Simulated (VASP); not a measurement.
A run of VASP 6.6.1 is set up as follows.

Contents of INCAR:

```
SYSTEM = Ni
  PREC = Accurate
  ENCUT = 600
  EDIFF = 1E-6
  ISMEAR = 0
  SIGMA = 0.1
  LREAL = .False.
  LASPH = .True.
  NELM = 150
  ALGO = Normal
  ISIF = 3
  LWAVE = .False.
  LCHARG = .False.
  ISPIN = 2
  MAGMOM = 0.79
  LORBIT = 11
  LMAXMIX = 4
  GGA = PE
  IBRION = 2
  NSW = 100
  EDIFFG = -0.01
```

KPOINTS

```
Automatic mesh
0
Gamma
  24 24 24
  0 0 0
```

POSCAR

```
Ni
1.0
    2.3329172828      0.0000000000      0.0000000000
    0.0000000000      2.3329172828      0.0000000000
    0.0000000000      0.0000000000      2.3329172828
Ni
1
Direct
    0.0000000000      0.0000000000      0.0000000000
```

Potentials or basis: VASP PAW PBE potentials, release 64 (Ni).

The run is started by

```bash
$ cat potpaw_PBE.64/Ni/POTCAR > POTCAR
$ mpirun -np 1 vasp_std > vasp.out
```

What does it give for the relaxed volume?

12.61 Å³/atom.

What does it give for the site moments?

Ni +0.54 μB.

Estimate the space group after relaxing (to 0.05 Å).

Pm-3m (No. 221).

Estimate the relaxed cell.

a = 2.328 Å, b = 2.328 Å, c = 2.328 Å, α = 90.00°, β = 90.00°, γ = 90.00°.

Final structure:
```yaml
crystal:
  lattice:
    - [2.32761, 0.00000, 0.00000]
    - [0.00000, 2.32761, 0.00000]
    - [0.00000, 0.00000, 2.32761]
  atoms:
    - { symbol: Ni, position: [0.00000, 0.00000, 0.00000] }
```
